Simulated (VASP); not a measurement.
Wanted: the native input for a VASP 6.6.1 run.

```yaml
Task: single point
Functional: LDA
Potentials_or_basis: VASP PAW LDA potentials, release 64 (Pt)
Cutoff: 520 eV
k_mesh: 18 × 18 × 10
Occupations: fermi-dirac, width 0.15 eV
Spin: no spin polarisation
Dipole_correction: no
Further_INCAR_settings: ALGO = Fast; EDIFF = 1e-07; NBANDS = 17
```

The structure of Pt lies in POSCAR:

```
Pt
1.0
    3.1723205569      0.0000000000      0.0000000000
   -1.5861602785      2.6278619220      0.0000000000
    0.0000000000      0.0000000000      4.7813829983
Pt
2
Direct
    0.6666666667      0.3333333333      0.7500000000
    0.3333333333      0.6666666667      0.2500000000
```

One way to write it, as run:

INCAR

```
PREC = Accurate
ENCUT = 520
EDIFF = 1E-7
ISMEAR = -1
SIGMA = 0.15
LREAL = F
LASPH = T
NELM = 100
ALGO = Fast
ISIF = 2
LWAVE = F
LCHARG = T
LELF = T
LVHAR = T
NBANDS = 17
```

KPOINTS

```
regular mesh
0
Gamma
  18 18 10
```

Potentials or basis: VASP PAW LDA potentials, release 64 (Pt).

Run with:

```console
$ cat potpaw_LDA.64/Pt/POTCAR > POTCAR
$ mpirun -np 1 vasp_std > vasp.out
```

It gave:

The pressure is -38.0 GPa. The largest force is 0.011 eV/Å and the band gap on the k mesh is zero (band 10 reaches 6.69 eV, above the bottom of band 11 at 5.95 eV).

Caveat: spin-orbit coupling is left out, which moves the levels of the heavy elements.

Run time: 4.3 min on 1 thread of Intel(R) Xeon(R) Platinum 8259CL CPU @ 2.50GHz (Skylake/Cascade Lake), with other jobs on the host, peak memory 0.39 GiB.
